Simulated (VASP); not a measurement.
Runs of VASP 6.6.1 on ZnCu. The structure is that of space group Pm-3m (No. 221), or close to it. The cells are those of the table. 

```csv
task,cell,k mesh,cutoff (eV),gap on the mesh (eV),pressure (GPa)
single point,"a = 2.910 Å, 2 atoms",14 × 14 × 14,520,none,2.0
single point,"a = 2.929 Å, 2 atoms",14 × 14 × 14,520,none,(a)
single point,"a = 2.919 Å, 2 atoms",14 × 14 × 14,520,none,0.6
single point,"a = 2.919 Å, 2 atoms",13 × 13 × 13,520,none,0.6
relaxation of cell and atoms,"relaxed from a = 3.100 Å, 2 atoms",13 × 13 × 13,600,none,0.1
```

Alike in all rows: level r2SCAN; potentials or basis VASP PAW PBE potentials, release 64 (Zn, Cu); no spin polarisation; smearing fermi-dirac 0.1 eV.

Q: Fill in the values left out.

A: (a) -0.7.

Caveats: the PAW data sets were made with another functional, which shifts forces and pressure a little.

A gap of «none» marks levels without a gap at the run's occupations.
